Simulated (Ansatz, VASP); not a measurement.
# Mn: VASP beside Ansatz

```xyz
1
Lattice="0.0000 1.8274 1.8274 1.8274 0.0000 1.8274 1.8274 1.8274 0.0000" Properties=species:S:1:pos:R:3 pbc="T T T"
Mn    0.0000    0.0000    0.0000
```

Alike in both runs: task single point; functional revPBE; k mesh 17 × 17 × 17; occupations fermi-dirac, width 0.05 eV; collinear spin.

|  | VASP | Ansatz |
| --- | --- | --- |
| version | VASP 6.6.1 | Ansatz 0.2.0 |
| potentials or method | VASP PAW PBE potentials, release 64 (Mn_pv), cutoff 520 eV | plane waves (420 eV) with PAW, scalar-relativistic |
| valence electrons in the cell | 13 | 15 |

|  | VASP | Ansatz | Ansatz less VASP |
| --- | --- | --- | --- |
| pressure (GPa) | -22.5 | -22.8 | -0.30 |
| net moment per atom (μB) | 0.35 | 0.31 | -0.042 |
| size of the moment on the site where the two differ most (μB) | 0.34 | 0.30 | -0.041 |

VASP's potentials were made for PBE, not for revPBE. Site moments also hang on the region over which each program counts them. VASP's potentials hold 13 valence electrons a cell and Ansatz's 15, so a difference there can come from the potentials and not from the codes.
